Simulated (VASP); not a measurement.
Crystal: V.

```
CELL_PARAMETERS angstrom
0.00000 1.89500 1.89500
1.89500 0.00000 1.89500
1.89500 1.89500 0.00000
ATOMIC_POSITIONS crystal
V 0.00000 0.00000 0.00000
```

This isn't the form of V at room conditions, which is bcc.

Base run:

| Item | Value |
| --- | --- |
| Program | VASP 6.6.1 |
| Functional | r2SCAN |
| Potentials or basis | VASP PAW PBE potentials, release 64 (V_sv) |
| Cutoff | 520 eV |
| k mesh | 16 × 16 × 16 |
| Occupations | fermi-dirac, width 0.05 eV |
| Spin | collinear spin, ferromagnetic start |
| Starting moments | [1.5] μB |

Its results: pressure 2.2 GPa; net moment 0.00 μB per cell.

**Question.** The run is repeated on the same cell with these changes: functional from r2SCAN to PBEsol. What comes out?

**Answer.** Pressure -2.8 GPa; net moment 0.00 μB per cell.

Caveats: the PAW data sets were made with another functional, which shifts forces and pressure a little.
